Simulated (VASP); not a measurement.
Runs of VASP 6.6.1 on TiO2. The structure is that of space group R-3m (No. 166), or close to it. The cells are those of the table. 

```tsv
cell	gap on the mesh (eV)	pressure (GPa)	largest force (eV/Å)
a = 5.523 Å, angles 28.4°, 3 atoms	3.35	52.3	1.99
a = 4.814 Å, angles 35.6°, 3 atoms	3.15	29.7	2.66
a = 5.150 Å, angles 31.8°, 3 atoms	(b)	(a)	2.55
a = 4.516 Å, angles 39.6°, 3 atoms	2.58	18.5	2.28
a = 4.661 Å, angles 37.6°, 3 atoms	2.90	(c)	2.53
```

Alike in all rows: task single point; level PBE+D3(BJ)+U; potentials or basis VASP PAW PBE potentials, release 64 (Ti_sv, O); no spin polarisation; Ti d U = 4.0 eV; k mesh 12 × 12 × 12; cutoff (eV) 520; smearing gaussian 0.05 eV.

Question: Fill in the values left out.

Answer: (a) 41.2; (b) 3.61; (c) 24.0.

Caveats: forces of over 1 eV/Å act on the atoms, so gaps and moduli don't describe the material at rest; the stress differs along the axes, from 17 to 70 GPa (at least some runs); the stress differs along the axes, from 25 to 32 GPa (at least some runs); the stress differs along the axes, from 22 to 51 GPa (at least some runs); the stress differs along the axes, from 13 to 29 GPa (at least some runs); the cell stands under pressure (at least some runs).

A k mesh can miss the band edges.
